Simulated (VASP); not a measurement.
# MoS2 (P-3m1) in VASP: further runs

Runs on MoS2. Level: r2SCAN. Tasks: single point.

Everything below comes from runs of VASP 6.6.1. Logs are shortened: lines on timing, memory, paths and dates and some standing lists are left out, and cuts for length are marked.

**1. The cell of the first run**

Symmetry: P-3m1, No. 164, trigonal system. Conventional cell: a = 3.227 Å, b = 3.227 Å, c = 6.312 Å, α = 90.00°, β = 90.00°, γ = 120.00°. Within 3.2 Å of Mo (site symmetry -3m) lie 6 S at 2.42 Å. S (site symmetry 3m) has 3 Mo at 2.42 Å within 3.2 Å.

**2. Single point, r2SCAN**

Contents of POSCAR:

```
MoS2
1.0
    3.2274650000      0.0000000000      0.0000000000
   -1.6137325000      2.7950666798      0.0000000000
    0.0000000000      0.0000000000      6.3124730000
Mo S
1 2
Direct
    0.0000000000      0.0000000000      0.5000000000
    0.3333330000      0.6666670000      0.2553190000
    0.6666670000      0.3333330000      0.7446810000
```

Contents of INCAR.step1:

```
ALGO = Normal
EDIFF = 1E-4
ENCUT = 520
GGA = PE
ISMEAR = 1
LASPH = T
LCHARG = F
LREAL = F
LWAVE = T
NBANDS = 20
NELM = 80
PREC = Accurate
SIGMA = 0.3
```

Contents of INCAR.step2:

```
ALGO = Normal
EDIFF = 1E-6
ENCUT = 520
ISIF = 2
ISMEAR = 1
ISTART = 1
LASPH = T
LCHARG = F
LMIXTAU = T
LREAL = F
LWAVE = F
METAGGA = R2SCAN
NBANDS = 20
NELM = 80
PREC = Accurate
SIGMA = 0.3
```

Contents of KPOINTS:

```
k-points
0
Gamma
  6 6 3
```

Potentials or basis: VASP PAW PBE potentials, release 64 (Mo_sv, S).

Run with:

```console
cat potpaw_PBE.64/Mo_sv/POTCAR potpaw_PBE.64/S/POTCAR > POTCAR
cp INCAR.step1 INCAR
mpirun -np 1 vasp_std > vasp.out
cp INCAR.step2 INCAR
mpirun -np 1 vasp_std > vasp.out
```

OUTCAR:

```text
EDIFF = 1E-6
   ENCUT = 520
   ISIF = 2
   ISMEAR = 1
   ISTART = 1
   LASPH = T
   LREAL = F
   METAGGA = R2SCAN
   NELM = 80
   PREC = Accurate

 ion  position               nearest neighbor table
   1  0.000  0.000  0.500-   2 2.42   3 2.42   2 2.42   3 2.42   3 2.42   2 2.42
   2  0.333  0.667  0.255-   1 2.42   1 2.42   1 2.42
   3  0.667  0.333  0.745-   1 2.42   1 2.42   1 2.42

  LATTYP: Found a hexagonal cell.
 ALAT       =     3.2274650000
 C/A-ratio  =     1.9558610241

  Lattice vectors:

 A1 = (   3.2274650000,   0.0000000000,   0.0000000000)
 A2 = (  -1.6137325000,   2.7950666798,   0.0000000000)
 A3 = (   0.0000000000,   0.0000000000,   6.3124730000)

Analysis of symmetry for initial positions (statically):
=====================================================================
 Subroutine PRICEL returns:
 Original cell was already a primitive cell.

 Routine SETGRP: Setting up the symmetry group for a
 hexagonal supercell.

 Subroutine GETGRP returns: Found 12 space group operations
 (whereof 12 operations were pure point group operations)
 out of a pool of 24 trial point group operations.

The static configuration has the point symmetry D_3d.

Analysis of symmetry for dynamics (positions and initial velocities):
=====================================================================
 Subroutine PRICEL returns:
 Original cell was already a primitive cell.

 Routine SETGRP: Setting up the symmetry group for a
 hexagonal supercell.

 Subroutine GETGRP returns: Found 12 space group operations
 (whereof 12 operations were pure point group operations)
 out of a pool of 24 trial point group operations.

The dynamic configuration has the point symmetry D_3d.

 Subroutine INISYM returns: Found 12 space group operations
 (whereof 12 operations are pure point group operations),
 and found     1 'primitive' translations

----------------------------------------------------------------------------------------

                                     Primitive cell

  volume of cell :      56.9447

  direct lattice vectors                    reciprocal lattice vectors
     3.227465000  0.000000000  0.000000000     0.309840695  0.178886609  0.000000000
    -1.613732500  2.795066680  0.000000000     0.000000000  0.357773218  0.000000000
     0.000000000  0.000000000  6.312473000     0.000000000  0.000000000  0.158416519

  length of vectors
     3.227465000  3.227465000  6.312473000     0.357773218  0.357773218  0.158416519

  position of ions in fractional coordinates (direct lattice)
     0.000000000  0.000000000  0.500000000
     0.333333000  0.666667000  0.255319000
     0.666667000  0.333333000  0.744681000

  ion indices of the primitive-cell ions
   primitive index   ion index
                 1           1
                 2           2
                 3           3

----------------------------------------------------------------------------------------

 KPOINTS: k-points

Automatic generation of k-mesh.
 Grid dimensions read from file:
 generate k-points for:    6    6    3

 Generating k-lattice:

  Cartesian coordinates                     Fractional coordinates (reciprocal lattice)
     0.051640116  0.029814435  0.000000000     0.166666667  0.000000000  0.000000000
     0.000000000  0.059628870  0.000000000     0.000000000  0.166666667  0.000000000
     0.000000000  0.000000000  0.052805506     0.000000000  0.000000000  0.333333333

  Length of vectors
     0.059628870  0.059628870  0.052805506

  Shift w.r.t. Gamma in fractional coordinates (k-lattice)
     0.000000000  0.000000000  0.000000000

 Subroutine IBZKPT returns following result:
 ===========================================

 Found     17 irreducible k-points:

 Following reciprocal coordinates:
            Coordinates               Weight
  0.000000  0.000000  0.000000      1.000000
  0.166667 -0.000000  0.000000      6.000000
  0.333333  0.000000  0.000000      6.000000
  0.500000 -0.000000  0.000000      3.000000
  0.166667  0.166667  0.000000      6.000000
  0.333333  0.166667  0.000000     12.000000
[... 9 lines left out ...]
 -0.166667  0.500000  0.333333     12.000000
  0.333333  0.333333  0.333333      4.000000
   k-points           NKPTS =     17   k-points in BZ     NKDIM =     17   number of bands    NBANDS=     20
   number of dos      NEDOS =    301   number of ions     NIONS =      3
   total plane-waves  NPLWV =  27648
   dimension x,y,z NGX =    24 NGY =   24 NGZ =   48
   dimension x,y,z NGXF=    48 NGYF=   48 NGZF=   96
   ions per type =               1   2
   NGX,Y,Z   is equivalent  to a cutoff of  12.36, 12.36, 12.64 a.u.
   NGXF,Y,Z  is equivalent  to a cutoff of  24.72, 24.72, 25.28 a.u.
 SYSTEM =  unknown system
   PREC   = accura    normal or accurate (medium, high low for compatibility)
   ISTART =      1    job   : 0-new  1-cont  2-samecut
   ICHARG =      0    charge: 1-file 2-atom 10-const
   ISPIN  =      1    spin polarized calculation?
   LNONCOLLINEAR =      F non collinear calculations
   LSORBIT =      F    spin-orbit coupling
   LASPH  =      T    aspherical Exc in radial PAW
   ENCUT  =  520.0 eV  38.22 Ry    6.18 a.u.   6.00  6.00 11.74*2*pi/ulx,y,z
   NELM   =     80;   NELMIN=  2; NELMDL=  0     # of ELM steps
   EDIFF  = 0.1E-05   stopping-criterion for ELM
   LREAL  =      F    real-space projection
   EDIFFG = 0.1E-04   stopping-criterion for IOM
   NSW    =      0    number of steps for IOM
   IBRION =     -1    ionic relax: 0-MD 1-quasi-New 2-CG
   NFREE  =      0    steps in history (QN), initial steepest desc. (CG)
   ISIF   =      2    stress and relaxation
   ISYM   =      2    0-nonsym 1-usesym 2-fastsym
   POTIM  = 0.5000    time-step for ionic-motion
   TEBEG  =    0.0;   TEEND  =   0.0 temperature during run
   PSTRESS=    0.0 pullay stress
   NELECT =      26.0000    total number of electrons
   NUPDOWN=      -1.0000    fix difference up-down
   EMIN   =  10.00;   EMAX   =-10.00  energy-range for DOS
   EFERMI =   0.00;   METHOD = LEGACY
   ISMEAR =     1;   SIGMA  =   0.30  broadening in eV -4-tet -1-fermi 0-gaus
   EFERMI_NEDOS =   21; number of points for ismear=-14 and -15
   IALGO  =     38    algorithm
   IMIX   =      4    mixing-type and parameters
     AMIX     =   0.40;   BMIX     =  1.00
     AMIX_MAG =   1.60;   BMIX_MAG =  1.00
  volume/ion in A,a.u.               =      18.98       128.09
  Fermi-wavevector in a.u.,A,eV,Ry     =   1.260612  2.382212 21.621607  1.589143
  Thomas-Fermi vector in A             =   2.394113
   LORBIT       =      0    0 simple, 1 ext, 2 COOP (PROOUT), +10 PAW based schemes
   METAGGA = R2SCAN    functional components
   LHFCALC =     F    Hartree Fock is set to
   AEXX    =    0.0000 exact exchange contribution
   IVDW    =     0    specifies the selected vdW correction
   LEPSILON=     F    determine dielectric tensor
   LRPA    =     F    only Hartree local field effects (RPA)
 non-spin polarized calculation
 Methfessel and Paxton  Order N= 1 SIGMA  =   0.30
  energy-cutoff  :      520.00
  volume of cell :       56.94
 maximum number of plane-waves:      1557
   NGX = 13   NGY = 13   NGZ = 23

 number of electron      26.0000001 magnetization

 Free energy of the ion-electron system (eV)
  ---------------------------------------------------
  ext. energy  EPLUGINS =         0.00000000
  ---------------------------------------------------
  free energy    TOTEN  =       -44.18498068 eV

  energy without entropy =      -44.20560194  energy(sigma->0) =      -44.19185443

 E-fermi :   6.6978     XC(G=0): -11.0979

 val. band max:        6.6058918163   @ k =   0.0000   0.0000   0.3333
 cond. band min:       6.9650806129   @ k =   0.1667   0.1667   0.3333
 fundamental gap:      0.3591887966
 Fermi energy:         6.6977841723

 k-point     1 :       0.0000    0.0000    0.0000
  band No.  band energies     occupation
      1     -56.9911      2.00000
      2     -30.2817      2.00000
      3     -30.2640      2.00000
      4     -30.2640      2.00000
      5      -8.7235      2.00000
      6      -7.2145      2.00000
[... 12 lines left out ...]
     19      13.7141      0.00000
     20      16.9081      0.00000

 k-point     2 :       0.1667   -0.0000    0.0000
  band No.  band energies     occupation
      1     -56.9826      2.00000
      2     -30.3518      2.00000
      3     -30.2842      2.00000
      4     -30.2638      2.00000
      5      -8.3036      2.00000
      6      -7.1334      2.00000
[... 12 lines left out ...]
     19      14.9517      0.00000
     20      16.3879      0.00000

 k-point     3 :       0.3333    0.0000    0.0000
  band No.  band energies     occupation
      1     -56.9654      2.00000
      2     -30.5236      2.00000
      3     -30.3242      2.00000
      4     -30.2277      2.00000
      5      -7.3831      2.00000
      6      -6.8749      2.00000
[... 12 lines left out ...]
     19      14.3972      0.00000
     20      15.1618      0.00000

 k-point     4 :       0.5000   -0.0000    0.0000
  band No.  band energies     occupation
      1     -56.9567      2.00000
      2     -30.6079      2.00000
      3     -30.3441      2.00000
      4     -30.2096      2.00000
      5      -7.1007      2.00000
      6      -6.3956      2.00000
[... 12 lines left out ...]
     19      14.1755      0.00000
     20      15.6826      0.00000

 k-point     5 :       0.1667    0.1667    0.0000
  band No.  band energies     occupation
      1     -56.9697      2.00000
      2     -30.4645      2.00000
      3     -30.3314      2.00000
      4     -30.2367      2.00000
      5      -7.5905      2.00000
      6      -6.9963      2.00000
[... 12 lines left out ...]
     19      15.5384      0.00000
     20      16.4351      0.00000
[... 192 lines left out ...]
      6      -7.1197      2.00000
[... 12 lines left out ...]
     19      15.7425      0.00000
     20      16.3267      0.00000

 k-point    15 :       0.3333    0.1667    0.3333
  band No.  band energies     occupation
      1     -56.9568      2.00000
      2     -30.5639      2.00000
      3     -30.3896      2.00000
      4     -30.2097      2.00000
      5      -7.0036      2.00000
      6      -6.5172      2.00000
[... 12 lines left out ...]
     19      14.6226      0.00000
     20      15.6403      0.00000

 k-point    16 :      -0.1667    0.5000    0.3333
  band No.  band energies     occupation
      1     -56.9568      2.00000
      2     -30.5639      2.00000
      3     -30.3896      2.00000
      4     -30.2097      2.00000
      5      -6.9550      2.00000
      6      -6.5778      2.00000
[... 12 lines left out ...]
     19      14.5895      0.00000
     20      15.8947      0.00000

 k-point    17 :       0.3333    0.3333    0.3333
  band No.  band energies     occupation
      1     -56.9524      2.00000
      2     -30.5035      2.00000
      3     -30.5035      2.00000
      4     -30.2008      2.00000
      5      -6.5762      2.00000
      6      -6.5762      2.00000
[... 12 lines left out ...]
     19      15.3222      0.00000
     20      15.3222      0.00000

------------------------ aborting loop because EDIFF is reached ----------------------------------------

  FORCE on cell =-STRESS in cart. coord.  units (eV):
  Direction    XX          YY          ZZ          XY          YZ          ZX
  --------------------------------------------------------------------------------------
  -------------------------------------------------------------------------------------
  Total       -0.0516584     -0.0516584      0.0668051      0.0000000      0.0000000     -0.0000000
  in kB       -1.4534446     -1.4534446      1.8796062      0.0000000      0.0000000     -0.0000000
  external PRESSURE =      -0.3424277 kB  Pullay stress =       0.0000000 kB

 VOLUME and BASIS-vectors are now :
 -----------------------------------------------------------------------------
  energy-cutoff  :      520.00
  volume of cell :       56.94
      direct lattice vectors                 reciprocal lattice vectors
     3.227465000  0.000000000  0.000000000     0.309840695  0.178886609  0.000000000
    -1.613732500  2.795066680  0.000000000     0.000000000  0.357773218  0.000000000
     0.000000000  0.000000000  6.312473000     0.000000000  0.000000000  0.158416519

 POSITION                                       TOTAL-FORCE (eV/Angst)
 -----------------------------------------------------------------------------------
      0.00000      0.00000      3.15624         0.000000      0.000000      0.000000
     -0.00000      1.86338      1.61169        -0.000000     -0.000000     -0.032307
      1.61373      0.93169      4.70078        -0.000000      0.000000      0.032307
 -----------------------------------------------------------------------------------
    total drift:                                0.000000      0.000000      0.000000

  FREE ENERGIE OF THE ION-ELECTRON SYSTEM (eV)
  ---------------------------------------------------
  free  energy   TOTEN  =       -44.1849806758 eV

  energy  without entropy=      -44.2056019353  energy(sigma->0) =      -44.19185443
```

Wall time 86 s (1 thread of Intel Xeon 8259CL, shared host); peak memory 0.18 GiB.

What came out:

```yaml
Free_energy: -44.1850 eV
Pressure: 0.0 GPa
Largest_force: 0.032 eV/Å
Band_gap_on_the_k_mesh: zero (band 13 reaches 7.53 eV, above the bottom of band 14 at 6.37 eV)
```

Forces in eV/Å, atoms in the order of the input:
```
Mo   0.000  0.000  0.000
S    0.000  0.000 -0.032
S    0.000  0.000  0.032
```

Stress tensor (GPa, compression positive):
```
-0.15  0.00  0.00
 0.00 -0.15  0.00
 0.00  0.00  0.19
```

Caveat: the k points lie up to 0.37 Å⁻¹ apart; the PAW data sets were made with another functional, which shifts forces and pressure a little.

**3. Single point, r2SCAN**

POSCAR is that of step 2.

Contents of INCAR.step1:

```
SYSTEM = MoS2
ALGO = Normal
EDIFF = 1E-4
ENCUT = 520
GGA = PE
ISMEAR = 1
LASPH = .TRUE.
LCHARG = .FALSE.
LREAL = .FALSE.
LWAVE = .TRUE.
NBANDS = 20
NELM = 80
PREC = Accurate
SIGMA = 0.2
```

Contents of INCAR.step2:

```
SYSTEM = MoS2
ALGO = Normal
EDIFF = 1E-6
ENCUT = 520
ISIF = 2
ISMEAR = 1
ISTART = 1
LASPH = .TRUE.
LCHARG = .TRUE.
LELF = .TRUE.
LMIXTAU = .TRUE.
LREAL = .FALSE.
LVHAR = .TRUE.
LWAVE = .FALSE.
METAGGA = R2SCAN
NBANDS = 20
NELM = 80
PREC = Accurate
SIGMA = 0.2
```

Contents of KPOINTS:

```
k-points
0
G
  6 6 3
  0 0 0
```

Potentials or basis: VASP PAW PBE potentials, release 64 (Mo_sv, S).

Run with:

```console
cat potpaw_PBE.64/Mo_sv/POTCAR potpaw_PBE.64/S/POTCAR > POTCAR
cp INCAR.step1 INCAR
mpirun -np 1 vasp_std > vasp.out
cp INCAR.step2 INCAR
mpirun -np 1 vasp_std > vasp.out
```

OUTCAR:

```text
SYSTEM = MoS2
   EDIFF = 1E-6
   ENCUT = 520
   ISIF = 2
   ISMEAR = 1
   ISTART = 1
   LASPH = .TRUE.
   LREAL = .FALSE.
   METAGGA = R2SCAN
   NELM = 80
   PREC = Accurate

 ion  position               nearest neighbor table
   1  0.000  0.000  0.500-   2 2.42   3 2.42   2 2.42   3 2.42   3 2.42   2 2.42
   2  0.333  0.667  0.255-   1 2.42   1 2.42   1 2.42
   3  0.667  0.333  0.745-   1 2.42   1 2.42   1 2.42

  LATTYP: Found a hexagonal cell.
 ALAT       =     3.2274650000
 C/A-ratio  =     1.9558610241

  Lattice vectors:

 A1 = (   3.2274650000,   0.0000000000,   0.0000000000)
 A2 = (  -1.6137325000,   2.7950666798,   0.0000000000)
 A3 = (   0.0000000000,   0.0000000000,   6.3124730000)

Analysis of symmetry for initial positions (statically):
=====================================================================
 Subroutine PRICEL returns:
 Original cell was already a primitive cell.

 Routine SETGRP: Setting up the symmetry group for a
 hexagonal supercell.

[... 155 lines left out ...]
  ---------------------------------------------------
  free energy    TOTEN  =       -44.19052573 eV

  energy without entropy =      -44.19613331  energy(sigma->0) =      -44.19239492

 E-fermi :   6.7943     XC(G=0): -11.0977

 val. band max:        6.6067788539   @ k =   0.0000   0.0000   0.3333
 cond. band min:       6.9650884686   @ k =   0.1667   0.1667   0.3333
 fundamental gap:      0.3583096147
 Fermi energy:         6.7943272828

 k-point     1 :       0.0000    0.0000    0.0000
  band No.  band energies     occupation
      1     -56.9893      2.00000
      2     -30.2782      2.00000
      3     -30.2634      2.00000
      4     -30.2634      2.00000
      5      -8.7241      2.00000
      6      -7.2147      2.00000
[... 380 lines left out ...]
     19      15.3222      0.00000
     20      15.3222      0.00000

------------------------ aborting loop because EDIFF is reached ----------------------------------------

  FORCE on cell =-STRESS in cart. coord.  units (eV):
  Direction    XX          YY          ZZ          XY          YZ          ZX
  --------------------------------------------------------------------------------------
  -------------------------------------------------------------------------------------
  Total       -0.0670282     -0.0670282      0.1459174      0.0000000      0.0000000      0.0000000
  in kB       -1.8858829     -1.8858829      4.1054855      0.0000000      0.0000000      0.0000000
  external PRESSURE =       0.1112399 kB  Pullay stress =       0.0000000 kB

 VOLUME and BASIS-vectors are now :
 -----------------------------------------------------------------------------
  energy-cutoff  :      520.00
  volume of cell :       56.94
      direct lattice vectors                 reciprocal lattice vectors
     3.227465000  0.000000000  0.000000000     0.309840695  0.178886609  0.000000000
    -1.613732500  2.795066680  0.000000000     0.000000000  0.357773218  0.000000000
     0.000000000  0.000000000  6.312473000     0.000000000  0.000000000  0.158416519

 POSITION                                       TOTAL-FORCE (eV/Angst)
 -----------------------------------------------------------------------------------
      0.00000      0.00000      3.15624        -0.000000      0.000000      0.000000
     -0.00000      1.86338      1.61169         0.000000     -0.000000     -0.046936
      1.61373      0.93169      4.70078        -0.000000      0.000000      0.046936
 -----------------------------------------------------------------------------------
    total drift:                                0.000000      0.000000      0.000000

  FREE ENERGIE OF THE ION-ELECTRON SYSTEM (eV)
  ---------------------------------------------------
  free  energy   TOTEN  =       -44.1905257303 eV

  energy  without entropy=      -44.1961333107  energy(sigma->0) =      -44.19239492
```

OSZICAR.step1:

```text
N       E                     dE             d eps       ncg     rms          rms(c)
DAV:   1     0.203034636497E+03    0.20303E+03   -0.14858E+04   712   0.123E+03
DAV:   2    -0.145037886417E+02   -0.21754E+03   -0.21270E+03   840   0.319E+02
DAV:   3    -0.226021864411E+02   -0.80984E+01   -0.79713E+01   848   0.585E+01
DAV:   4    -0.227038617113E+02   -0.10168E+00   -0.10162E+00   832   0.692E+00
DAV:   5    -0.227053349006E+02   -0.14732E-02   -0.14730E-02   820   0.830E-01    0.226E+01
DAV:   6    -0.215707900349E+02    0.11345E+01   -0.15577E+01   704   0.213E+01    0.944E+00
DAV:   7    -0.211729994790E+02    0.39779E+00   -0.61861E+00   704   0.129E+01    0.585E+00
DAV:   8    -0.210338034077E+02    0.13920E+00   -0.77157E-01   740   0.482E+00    0.178E+00
DAV:   9    -0.210361603791E+02   -0.23570E-02   -0.30859E-02   792   0.107E+00    0.653E-01
DAV:  10    -0.210346073164E+02    0.15531E-02   -0.18442E-02   760   0.812E-01    0.172E-01
DAV:  11    -0.210344842589E+02    0.12306E-03   -0.89194E-04   784   0.199E-01    0.678E-02
DAV:  12    -0.210344347913E+02    0.49468E-04   -0.14609E-04   416   0.752E-02
   1 F= -.21034435E+02 E0= -.21037501E+02  d E =0.919861E-02
```

Run time: 1.7 min. Hardware: 1 thread of Intel Xeon 8259CL, shared host; peak memory 0.18 GiB.

What came out:

| Property | Result |
| --- | --- |
| Free energy | -44.1905 eV |
| Pressure | 0.0 GPa |
| Largest force | 0.047 eV/Å |
| Band gap on the k mesh | zero (band 13 reaches 7.53 eV, above the bottom of band 14 at 6.37 eV) |

Forces on the atoms (eV/Å):
```
Mo   0.000  0.000  0.000
S    0.000  0.000 -0.047
S    0.000  0.000  0.047
```

Stress tensor (GPa, compression positive):
```
-0.19  0.00  0.00
 0.00 -0.19  0.00
 0.00  0.00  0.41
```

Caveat: the k points lie up to 0.37 Å⁻¹ apart; the PAW data sets were made with another functional, which shifts forces and pressure a little.

(Continued in part 2 of 2.)
